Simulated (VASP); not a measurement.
# TaN (F-43m) in VASP: notebook, part 2 of 2

VASP 6.6.1. The steps go on from the part before.

## 3. Single point, r2SCAN, collinear spin, ferromagnetic start (volume scaled by 0.980)

The input, POSCAR:

```
TaN
1.0
    0.0000000000      2.3506220380      2.3506220380
    2.3506220380      0.0000000000      2.3506220380
    2.3506220380      2.3506220380      0.0000000000
Ta N
1 1
Direct
    0.0000000000      0.0000000000      0.0000000000
    0.2500000000      0.2500000000      0.2500000000
```

The input, INCAR.step1:

```
PREC = Accurate
ENCUT = 660
ISMEAR = 0
SIGMA = 0.05
LREAL = False
LASPH = True
NELM = 200
ISPIN = 2
MAGMOM = 0.05 0
LMAXMIX = 4
NBANDS = 19
GGA = PE
ALGO = Normal
EDIFF = 1E-5
LWAVE = True
LCHARG = False
GGA_COMPAT = False
```

The input, INCAR.step2:

```
PREC = Accurate
ENCUT = 660
EDIFF = 1E-6
ISMEAR = 0
SIGMA = 0.05
LREAL = False
LASPH = True
NELM = 200
ALGO = Normal
ISIF = 2
LWAVE = False
LCHARG = True
ISPIN = 2
MAGMOM = 0.05 0
LORBIT = 11
LMAXMIX = 4
METAGGA = R2SCAN
LMIXTAU = True
LELF = True
LVHAR = True
NBANDS = 19
ISTART = 1
GGA_COMPAT = False
```

The input, KPOINTS:

```
regular mesh
0
Gamma
  12 12 12
```

Potentials or basis: VASP PAW PBE potentials, release 64 (Ta_pv, N).

Run with:

```bash
cat potpaw_PBE.64/Ta_pv/POTCAR potpaw_PBE.64/N/POTCAR > POTCAR
cp INCAR.step1 INCAR
mpirun -np 1 vasp_std > vasp.out
cp INCAR.step2 INCAR
mpirun -np 1 vasp_std > vasp.out
```

OUTCAR:

```text
PREC = Accurate
   ENCUT = 660
   EDIFF = 1E-6
   ISMEAR = 0
   LREAL = False
   LASPH = True
   NELM = 200
   ISIF = 2
   ISPIN = 2
   LORBIT = 11
   METAGGA = R2SCAN
   ISTART = 1

 ion  position               nearest neighbor table
   1  0.000  0.000  0.000-   2 2.04   2 2.04   2 2.04   2 2.04
   2  0.250  0.250  0.250-   1 2.04   1 2.04   1 2.04   1 2.04

  LATTYP: Found a face centered cubic cell.
 ALAT       =     4.7012440760

  Lattice vectors:

 A1 = (   0.0000000000,   2.3506220380,   2.3506220380)
 A2 = (   2.3506220380,   0.0000000000,   2.3506220380)
 A3 = (   2.3506220380,   2.3506220380,   0.0000000000)

Analysis of symmetry for initial positions (statically):
=====================================================================
 Subroutine PRICEL returns:
 Original cell was already a primitive cell.

 Routine SETGRP: Setting up the symmetry group for a
 face centered cubic supercell.

 Subroutine GETGRP returns: Found 24 space group operations
[... 727 lines left out ...]
      4     -11.6834      1.00000
      5      -0.4032      1.00000
      6      -0.4032      1.00000
[... 517 lines left out ...]
     18      25.5971      0.00000
     19      29.0739      0.00000

 [... further k-points ...]

------------------------ aborting loop because EDIFF is reached ----------------------------------------

  FORCE on cell =-STRESS in cart. coord.  units (eV):
  Direction    XX          YY          ZZ          XY          YZ          ZX
  --------------------------------------------------------------------------------------
  -------------------------------------------------------------------------------------
  Total        1.1100588      1.1100588      1.1100588      0.0000000      0.0000000     -0.0000000
  in kB       68.4665038     68.4665038     68.4665038      0.0000000      0.0000000     -0.0000000
  external PRESSURE =      68.4665038 kB  Pullay stress =       0.0000000 kB

 VOLUME and BASIS-vectors are now :
 -----------------------------------------------------------------------------
  energy-cutoff  :      660.00
  volume of cell :       25.98
      direct lattice vectors                 reciprocal lattice vectors
     0.000000000  2.350622038  2.350622038    -0.212709654  0.212709654  0.212709654
     2.350622038  0.000000000  2.350622038     0.212709654 -0.212709654  0.212709654
     2.350622038  2.350622038  0.000000000     0.212709654  0.212709654 -0.212709654

 POSITION                                       TOTAL-FORCE (eV/Angst)
 -----------------------------------------------------------------------------------
      0.00000      0.00000      0.00000         0.000000      0.000000      0.000000
      1.17531      1.17531      1.17531        -0.000000     -0.000000     -0.000000
 -----------------------------------------------------------------------------------
    total drift:                               -0.000000     -0.000000     -0.000000

  FREE ENERGIE OF THE ION-ELECTRON SYSTEM (eV)
  ---------------------------------------------------
  free  energy   TOTEN  =       -59.3587012615 eV

  energy  without entropy=      -59.3567558381  energy(sigma->0) =      -59.35772855

 total charge

# of ion       s       p       d       tot
------------------------------------------
    1        0.322   6.252   2.415   8.989
    2        1.265   2.571   0.000   3.836
--------------------------------------------------
tot          1.586   8.824   2.415  12.825

 magnetization (x)

# of ion       s       p       d       tot
------------------------------------------
    1       -0.000   0.000   0.000   0.000
    2       -0.000   0.000   0.000   0.000
--------------------------------------------------
tot         -0.000   0.000   0.000   0.000
```

OUTCAR.step1:

```text
PREC = Accurate
   ENCUT = 660
   ISMEAR = 0
   LREAL = False
   LASPH = True
[... 1300 lines left out ...]
      0.00000      0.00000      0.00000        -0.000000     -0.000000     -0.000000
      1.17531      1.17531      1.17531         0.000000      0.000000      0.000000
 -----------------------------------------------------------------------------------
    total drift:                               -0.000000     -0.000000     -0.000000

  FREE ENERGIE OF THE ION-ELECTRON SYSTEM (eV)
  ---------------------------------------------------
  free  energy   TOTEN  =       -21.4782034470 eV

  energy  without entropy=      -21.4753546533  energy(sigma->0) =      -21.47677905
```

OSZICAR.step1:

```text
N       E                     dE             d eps       ncg     rms          rms(c)
DAV:   1     0.125257177719E+03    0.12526E+03   -0.89443E+03  5472   0.981E+02
DAV:   2    -0.202899210840E+02   -0.14555E+03   -0.13690E+03  6201   0.306E+02
DAV:   3    -0.249430050238E+02   -0.46531E+01   -0.45845E+01  6407   0.515E+01
DAV:   4    -0.249641115604E+02   -0.21107E-01   -0.21099E-01  6294   0.376E+00
DAV:   5    -0.249641853600E+02   -0.73800E-04   -0.73798E-04  6271   0.225E-01    0.258E+01
DAV:   6    -0.216136280395E+02    0.33506E+01   -0.50420E+00  7000   0.246E+01    0.898E+00
DAV:   7    -0.215053654808E+02    0.10826E+00   -0.55331E-01  5754   0.669E+00    0.767E+00
DAV:   8    -0.214905497305E+02    0.14816E-01   -0.11544E-01  6005   0.268E+00    0.328E+00
DAV:   9    -0.214781033249E+02    0.12446E-01   -0.17660E-02  6039   0.112E+00    0.331E-01
DAV:  10    -0.214782680844E+02   -0.16476E-03   -0.69797E-04  6117   0.210E-01    0.226E-01
DAV:  11    -0.214782153267E+02    0.52758E-04   -0.24972E-05  6229   0.442E-02    0.102E-01
DAV:  12    -0.214782023011E+02    0.13026E-04   -0.16603E-05  5431   0.281E-02    0.133E-02
DAV:  13    -0.214782034470E+02   -0.11460E-05   -0.14766E-06  3392   0.104E-02
   1 F= -.21478203E+02 E0= -.21476779E+02  d E =-.284879E-02  mag=    -0.0000
```

Run time: 6.2 min. Hardware: 1 thread of Intel Xeon Platinum 8375C at 2.90GHz (Ice Lake), shared host; peak memory 0.24 GiB.

Results:

* Free energy: -59.3587 eV
* Pressure: 6.8 GPa
* Band gap on the k mesh: zero (filled and empty bands overlap)
* Net moment: 0.00 μB per cell
* Valence electrons inside the program's atomic spheres: Ta 8.99; N 3.84

Caveat: the cell differs from its parent crystal (volume scaled by 0.980); the PAW data sets were made with another functional, which shifts forces and pressure a little; spin-orbit coupling is left out, which moves the levels of the heavy elements.

## 4. Single point, r2SCAN, collinear spin, ferromagnetic start

This run uses another cell than the first one, of 13.10 Å³/atom, 1.030 times its volume.

The input, POSCAR:

```
TaN
1.0
    0.0000000000      2.3575646433      2.3575646433
    2.3575646433      0.0000000000      2.3575646433
    2.3575646433      2.3575646433      0.0000000000
Ta N
1 1
Direct
    0.0000000000      0.0000000000      0.0000000000
    0.2500000000      0.2500000000      0.2500000000
```

The input, INCAR.step1:

```
ALGO = Normal
EDIFF = 1E-5
ENCUT = 660
GGA = PE
GGA_COMPAT = False
ISMEAR = 0
ISPIN = 2
LASPH = True
LCHARG = False
LMAXMIX = 4
LREAL = False
LWAVE = True
MAGMOM = 0.05 0
NBANDS = 19
NELM = 200
PREC = Accurate
SIGMA = 0.05
```

The input, INCAR.step2:

```
ALGO = Normal
EDIFF = 1E-6
ENCUT = 660
GGA_COMPAT = False
ISIF = 2
ISMEAR = 0
ISPIN = 2
ISTART = 1
LASPH = True
LCHARG = False
LMAXMIX = 4
LMIXTAU = True
LORBIT = 11
LREAL = False
LWAVE = False
MAGMOM = 0.05 0
METAGGA = R2SCAN
NBANDS = 19
NELM = 200
PREC = Accurate
SIGMA = 0.05
```

The input, KPOINTS:

```
k-points
0
Gamma
  12 12 12
```

Run with:

```bash
cat potpaw_PBE.64/Ta_pv/POTCAR potpaw_PBE.64/N/POTCAR > POTCAR
cp INCAR.step1 INCAR
mpirun -np 1 vasp_std > vasp.out
cp INCAR.step2 INCAR
mpirun -np 1 vasp_std > vasp.out
```

Wall time 7.1 min (1 thread of Intel Xeon Platinum 8375C at 2.90GHz (Ice Lake), shared host); peak memory 0.24 GiB.

Results (log left out):

| Item | Value |
| --- | --- |
| Free energy | -59.3669 eV |
| Pressure | 4.3 GPa |
| Band gap on the k mesh | zero (filled and empty bands overlap) |
| Net moment | 0.00 μB per cell |
| Valence electrons inside the program's atomic spheres | Ta 8.97; N 3.83 |

Levels at points of the mesh, in eV from the Fermi level:
Spin up:
```tsv
k point	band 5	band 6	band 7	band 8	band 9	band 10	band 11	band 12
(0.00, 0.00, 0.00)	-7.65	-7.65	-7.65	-1.22	0.50	0.50	6.00	6.00
(0.50, 0.00, 0.00)	-7.57	-6.92	-6.92	0.27	1.20	1.20	4.17	4.17
(0.50, 0.50, 0.00)	-8.99	-5.32	-5.32	-2.75	1.14	2.36	3.16	3.16
```
Spin down:
```tsv
k point	band 6	band 7	band 8	band 9	band 10	band 11
(0.00, 0.00, 0.00)	-7.65	-7.65	-1.22	0.50	0.50	6.00
(0.50, 0.00, 0.00)	-6.92	-6.92	0.27	1.20	1.20	4.17
(0.50, 0.50, 0.00)	-5.32	-5.32	-2.75	1.14	2.36	3.16
```

Caveat: the PAW data sets were made with another functional, which shifts forces and pressure a little; spin-orbit coupling is left out, which moves the levels of the heavy elements.

## 5. The runs side by side

```csv
cell,gap on the mesh (eV),pressure (GPa),moment (μB)
"a = 3.302 Å, angles 60.0°, 2 atoms",none,13.2,0.00
"a = 3.324 Å, angles 60.0°, 2 atoms",none,6.8,0.00
"a = 3.334 Å, angles 60.0°, 2 atoms",none,4.3,0.00
```

Alike in all rows: task single point; level r2SCAN; potentials or basis VASP PAW PBE potentials, release 64 (Ta_pv, N); spin collinear, ferromagnetic start; k mesh 12 × 12 × 12; cutoff (eV) 660; smearing gaussian 0.05 eV.

Caveats: the PAW data sets were made with another functional, which shifts forces and pressure a little; spin-orbit coupling is left out, which moves the levels of the heavy elements.

Total energies depend on the potentials used, so only differences within one code and one set of settings carry meaning.
